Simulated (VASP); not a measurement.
# FeO (R-3m) in VASP: notebook, part 2 of 2

VASP 6.6.1. The steps go on from the part before.

## Step 4: Single point, LDA+U, collinear spin, ferromagnetic start

Contents of INCAR:

```
  ALGO = Normal
  EDIFF = 1E-6
  ENCUT = 520
  GGA = CA
  ISIF = 2
  ISMEAR = -1
  ISPIN = 2
  LASPH = T
  LCHARG = T
  LDAU = T
  LDAUJ = 0 0
  LDAUL = 2 -1
  LDAUPRINT = 1
  LDAUTYPE = 2
  LDAUU = 8 0
  LELF = T
  LMAXMIX = 4
  LORBIT = 11
  LREAL = F
  LVHAR = T
  LWAVE = F
  MAGMOM = 3 0
  NBANDS = 18
  NELM = 150
  PREC = Accurate
  SIGMA = 0.05
```

Contents of KPOINTS:

```
k-points
0
Gamma
  11 11 11
```

Contents of POSCAR:

```
FeO
1.0
    1.5176821100      0.8762341800      2.5157945800
   -1.5176821100      0.8762341800      2.5157945800
    0.0000000000     -1.7524683500      2.5157945800
Fe O
1 1
Direct
    0.0000000000      0.0000000000      0.0000000000
    0.5000000000      0.5000000000      0.5000000000
```

Potentials or basis: VASP PAW LDA potentials, release 64 (Fe, O).

On the command line:

```bash
cat potpaw_LDA.64/Fe/POTCAR potpaw_LDA.64/O/POTCAR > POTCAR
mpirun -np 1 vasp_std > vasp.out
```

OUTCAR:

```text
EDIFF = 1E-6
   ENCUT = 520
   GGA = CA
   ISIF = 2
   ISMEAR = -1
   ISPIN = 2
   LASPH = T
   LORBIT = 11
   LREAL = F
   NELM = 150
   PREC = Accurate

 ion  position               nearest neighbor table
   1  0.000  0.000  0.000-   2 2.16   2 2.16   2 2.16   2 2.16   2 2.16   2 2.16
   2  0.500  0.500  0.500-   1 2.16   1 2.16   1 2.16   1 2.16   1 2.16   1 2.16

  LATTYP: Found a trigonal (rhomboedric) cell.
 ALAT       =     3.0660019070
 COS(alpha) =     0.5099427872

  Lattice vectors:

 A1 = (   1.5176821100,   0.8762341800,   2.5157945800)
 A2 = (  -1.5176821100,   0.8762341800,   2.5157945800)
 A3 = (   0.0000000000,  -1.7524683500,   2.5157945800)

Analysis of symmetry for initial positions (statically):
=====================================================================
 Subroutine PRICEL returns:
 Original cell was already a primitive cell.

 Routine SETGRP: Setting up the symmetry group for a
 trigonal (rhombohedral) supercell.

 Subroutine GETGRP returns: Found 12 space group operations
 (whereof 12 operations were pure point group operations)
 out of a pool of 12 trial point group operations.

The static configuration has the point symmetry D_3d.
[... 5 lines left out ...]

 Routine SETGRP: Setting up the symmetry group for a
 trigonal (rhombohedral) supercell.

 Subroutine GETGRP returns: Found 12 space group operations
 (whereof 12 operations were pure point group operations)
 out of a pool of 12 trial point group operations.

The dynamic configuration has the point symmetry D_3d.

Analysis of structural, dynamic, and magnetic symmetry:
=====================================================================
 Subroutine PRICEL returns:
 Original cell was already a primitive cell.

 Routine SETGRP: Setting up the symmetry group for a
 trigonal (rhombohedral) supercell.

 Subroutine GETGRP returns: Found 12 space group operations
 (whereof 12 operations were pure point group operations)
 out of a pool of 12 trial point group operations.

The overall configuration has the point symmetry D_3d.

 Subroutine INISYM returns: Found 12 space group operations
[... 5 lines left out ...]
                                     Primitive cell

  volume of cell :      20.0737

  direct lattice vectors                    reciprocal lattice vectors
     1.517682110  0.876234180  2.515794580     0.329449755  0.190207905  0.132496244
    -1.517682110  0.876234180  2.515794580    -0.329449755  0.190207905  0.132496244
     0.000000000 -1.752468350  2.515794580     0.000000000 -0.380415809  0.132496245

  length of vectors
     3.066001907  3.066001907  3.066001906     0.402829298  0.402829298  0.402829297

  position of ions in fractional coordinates (direct lattice)
     0.000000000  0.000000000  0.000000000
     0.500000000  0.500000000  0.500000000

  ion indices of the primitive-cell ions
   primitive index   ion index
                 1           1
                 2           2

[... 96 lines left out ...]
 LDA+U is selected, type is set to LDAUTYPE =  2
   angular momentum for each species LDAUL =     2   -1
   U (eV)           for each species LDAUU =   8.0  0.0
   J (eV)           for each species LDAUJ =   0.0  0.0
   GGA     = CA    functional components
   LHFCALC =     F    Hartree Fock is set to
   AEXX    =    0.0000 exact exchange contribution
   IVDW    =     0    specifies the selected vdW correction
   LEPSILON=     F    determine dielectric tensor
   LRPA    =     F    only Hartree local field effects (RPA)
 spin polarized calculation
  energy-cutoff  :      520.00
  volume of cell :       20.07
 maximum number of plane-waves:       550
   NGX = 11   NGY = 11   NGZ = 11

atom =   1  type =  1  l = 2

 onsite density matrix

spin component  1

  1.0082  0.0000  0.0000 -0.0314  0.0000
  0.0000  1.0315  0.0000 -0.0000 -0.0314
  0.0000  0.0000  0.9865  0.0000  0.0000
 -0.0314 -0.0000  0.0000  1.0315  0.0000
  0.0000 -0.0314  0.0000  0.0000  1.0082

spin component  2

  0.2380 -0.0000 -0.0000  0.1014  0.0000
 -0.0000  0.1559  0.0000  0.0000  0.1014
 -0.0000  0.0000  0.3066  0.0000  0.0000
  0.1014  0.0000  0.0000  0.1559  0.0000
  0.0000  0.1014  0.0000  0.0000  0.2380

 occupancies and eigenvectors

  o =  0.0876  v =  0.0000  0.0000  0.0000  0.0000  0.0000 -0.5589 -0.0000 -0.0000  0.8292  0.0000      0.0000  0.0000  0.0000  0.0000  0.0000  0.0000  0.0000  0.0000  0.0000  0.0000
  o =  0.0876  v =  0.0000  0.0000  0.0000  0.0000  0.0000 -0.0000  0.8292 -0.0000  0.0000 -0.5589      0.0000  0.0000  0.0000  0.0000  0.0000  0.0000  0.0000  0.0000  0.0000  0.0000
  o =  0.3064  v =  0.0000  0.0000  0.0000  0.0000  0.0000  0.0000 -0.5589  0.0000  0.0000 -0.8292      0.0000  0.0000  0.0000  0.0000  0.0000  0.0000  0.0000  0.0000  0.0000  0.0000
  o =  0.3064  v =  0.0000  0.0000  0.0000  0.0000  0.0000  0.8292  0.0000 -0.0000  0.5589  0.0000      0.0000  0.0000  0.0000  0.0000  0.0000  0.0000  0.0000  0.0000  0.0000  0.0000
  o =  0.3066  v =  0.0000  0.0000  0.0000  0.0000  0.0000 -0.0000  0.0000  1.0000 -0.0000  0.0000      0.0000  0.0000  0.0000  0.0000  0.0000  0.0000  0.0000  0.0000  0.0000  0.0000
  o =  0.9864  v =  0.0000  0.5708 -0.0000  0.0000  0.8211  0.0000  0.0000  0.0000  0.0000  0.0000      0.0000  0.0000  0.0000  0.0000  0.0000  0.0000  0.0000  0.0000  0.0000  0.0000
  o =  0.9864  v = -0.8211  0.0000  0.0000 -0.5708  0.0000  0.0000  0.0000  0.0000  0.0000  0.0000      0.0000  0.0000  0.0000  0.0000  0.0000  0.0000  0.0000  0.0000  0.0000  0.0000
  o =  0.9865  v =  0.0000  0.0000  1.0000  0.0000  0.0000  0.0000  0.0000  0.0000  0.0000  0.0000      0.0000  0.0000  0.0000  0.0000  0.0000  0.0000  0.0000  0.0000  0.0000  0.0000
  o =  1.0534  v = -0.5708  0.0000 -0.0000  0.8211 -0.0000  0.0000  0.0000  0.0000  0.0000  0.0000      0.0000  0.0000  0.0000  0.0000  0.0000  0.0000  0.0000  0.0000  0.0000  0.0000
  o =  1.0534  v =  0.0000 -0.8211  0.0000  0.0000  0.5708  0.0000  0.0000  0.0000  0.0000  0.0000      0.0000  0.0000  0.0000  0.0000  0.0000  0.0000  0.0000  0.0000  0.0000  0.0000

 number of electron      13.9999999 magnetization       4.0118482

 Free energy of the ion-electron system (eV)
  ---------------------------------------------------
  ext. energy  EPLUGINS =         0.00000000
  ---------------------------------------------------
  free energy    TOTEN  =       -12.71320740 eV

  energy without entropy =      -12.70218216  energy(sigma->0) =      -12.70769478

 E-fermi :   6.7970     XC(G=0): -12.6012

 val. band max:        6.7956638724   @ k =  -0.3636   0.4545   0.3636
 cond. band min:       6.7991607397   @ k =   0.0000   0.0000   0.0000
 fundamental gap:      0.0034968673
 Fermi energy:         6.7969631374

 spin component 1

 k-point     1 :       0.0000    0.0000    0.0000
  band No.  band energies     occupation
      1     -14.1965      1.00000
      2      -2.4899      1.00000
      3      -2.4899      1.00000
      4      -2.1065      1.00000
      5      -2.0560      1.00000
      6      -2.0560      1.00000
[... 1001 lines left out ...]
     17      33.5586      0.00000
     18      35.9113      0.00000

 [... further k-points ...]

------------------------ aborting loop because EDIFF is reached ----------------------------------------

  FORCE on cell =-STRESS in cart. coord.  units (eV):
  Direction    XX          YY          ZZ          XY          YZ          ZX
  --------------------------------------------------------------------------------------
  -------------------------------------------------------------------------------------
  Total       -2.3002544     -2.3002544     -2.4802119      0.0000000     -0.0000000      0.0000000
  in kB     -183.5942288   -183.5942296   -197.9574874      0.0000000     -0.0000003      0.0000000
  external PRESSURE =    -188.3819819 kB  Pullay stress =       0.0000000 kB

 VOLUME and BASIS-vectors are now :
 -----------------------------------------------------------------------------
  energy-cutoff  :      520.00
  volume of cell :       20.07
      direct lattice vectors                 reciprocal lattice vectors
     1.517682110  0.876234180  2.515794580     0.329449755  0.190207905  0.132496244
    -1.517682110  0.876234180  2.515794580    -0.329449755  0.190207905  0.132496244
     0.000000000 -1.752468350  2.515794580     0.000000000 -0.380415809  0.132496245

 POSITION                                       TOTAL-FORCE (eV/Angst)
 -----------------------------------------------------------------------------------
      0.00000      0.00000      0.00000         0.000000      0.000000      0.000000
      0.00000      0.00000      3.77369        -0.000000      0.000000      0.000000
 -----------------------------------------------------------------------------------
    total drift:                               -0.000000      0.000000     -0.000000

  FREE ENERGIE OF THE ION-ELECTRON SYSTEM (eV)
  ---------------------------------------------------
  free  energy   TOTEN  =       -12.7132073959 eV

  energy  without entropy=      -12.7021821644  energy(sigma->0) =      -12.70769478

 total charge

# of ion       s       p       d       tot
------------------------------------------
    1        0.304   0.378   6.133   6.815
    2        1.537   3.444   0.000   4.981
--------------------------------------------------
tot          1.842   3.822   6.133  11.796

 magnetization (x)

# of ion       s       p       d       tot
------------------------------------------
    1        0.023   0.019   3.959   4.001
    2        0.013   0.109   0.000   0.122
--------------------------------------------------
tot          0.036   0.128   3.959   4.123
```

OSZICAR:

```text
N       E                     dE             d eps       ncg     rms          rms(c)
DAV:   1     0.737647424460E+02    0.73765E+02   -0.67023E+03 11464   0.922E+02
DAV:   2    -0.872034964866E+01   -0.82485E+02   -0.69803E+02 10804   0.205E+02
DAV:   3    -0.139793146627E+02   -0.52590E+01   -0.51934E+01 12124   0.567E+01
DAV:   4    -0.140194351671E+02   -0.40121E-01   -0.40104E-01 12478   0.472E+00
DAV:   5    -0.140196600771E+02   -0.22491E-03   -0.22490E-03 12534   0.356E-01    0.195E+01
DAV:   6    -0.125295724633E+02    0.14901E+01   -0.10720E+01 12848   0.656E+01    0.363E+01
DAV:   7    -0.127669277211E+02   -0.23736E+00   -0.14784E+00 11138   0.180E+01    0.154E+01
DAV:   8    -0.127316446233E+02    0.35283E-01   -0.17509E-01 13274   0.562E+00    0.791E+00
DAV:   9    -0.127131327908E+02    0.18512E-01   -0.40201E-02 12124   0.193E+00    0.231E+00
DAV:  10    -0.127153723655E+02   -0.22396E-02   -0.25438E-02 12344   0.750E-01    0.341E-01
DAV:  11    -0.127151599971E+02    0.21237E-03   -0.28556E-04 12290   0.116E-01    0.326E-01
DAV:  12    -0.127135997417E+02    0.15603E-02   -0.76214E-03 11118   0.297E-01    0.195E-01
DAV:  13    -0.127131521509E+02    0.44759E-03   -0.56281E-03 11782   0.230E-01    0.812E-02
DAV:  14    -0.127132121520E+02   -0.60001E-04   -0.86928E-04 13312   0.121E-01    0.583E-02
DAV:  15    -0.127132075084E+02    0.46436E-05   -0.13420E-04 12536   0.548E-02    0.212E-02
DAV:  16    -0.127132056040E+02    0.19044E-05   -0.76870E-05 12322   0.337E-02    0.954E-03
DAV:  17    -0.127132078128E+02   -0.22088E-05   -0.74787E-06 10638   0.182E-02    0.880E-03
DAV:  18    -0.127132073959E+02    0.41693E-06   -0.16695E-06  6492   0.716E-03
   1 F= -.12713207E+02 E0= -.12707695E+02  d E =-.110252E-01  mag=     4.0118
```

Wall time 42 s (1 thread of Intel Xeon 6975P-C (Granite Rapids), shared host); peak memory 0.19 GiB.

Results:

```yaml
Free_energy: -12.7132 eV
Pressure: -18.8 GPa
Band_gap_on_the_k_mesh: zero (filled and empty bands overlap)
Net_moment: 4.01 μB per cell
Site_moments: Fe +4.00; O +0.12 μB
Valence_electrons_inside_the_program's_atomic_spheres: Fe 6.82; O 4.98
```

Stress tensor (GPa, compression positive):
```
-18.36   0.00   0.00
  0.00 -18.36   0.00
  0.00   0.00 -19.80
```

Eigenvalues of the final occupation matrices:
| site | spin | trace | eigenvalues |
| --- | --- | --- | --- |
| site 1 d | 1 | 5.07 | 0.99 0.99 0.99 1.05 1.05 |
| site 1 d | 2 | 1.09 | 0.09 0.09 0.31 0.31 0.31 |

Caveat: a cell with one magnetic atom can't hold antiferromagnetic order, which such compounds often take.

## Step 5: Summary

```tsv
U	gap on the mesh (eV)	pressure (GPa)	moment (μB)
Fe d U = 1.0 eV	none	-15.8	4.00
Fe d U = 3.0 eV	none	-15.9	4.00
Fe d U = 8.0 eV	none	-18.8	4.01
```

Alike in all rows: task single point; level LDA+U; potentials or basis VASP PAW LDA potentials, release 64 (Fe, O); spin collinear, ferromagnetic start; cell as given; k mesh 11 × 11 × 11; cutoff (eV) 520; smearing fermi-dirac 0.05 eV.

Every run on the cell as given and a fine mesh finds a metal.

Caveats: a cell with one magnetic atom can't hold antiferromagnetic order, which such compounds often take.

Absolute energies hang on the potentials; compare differences alone.
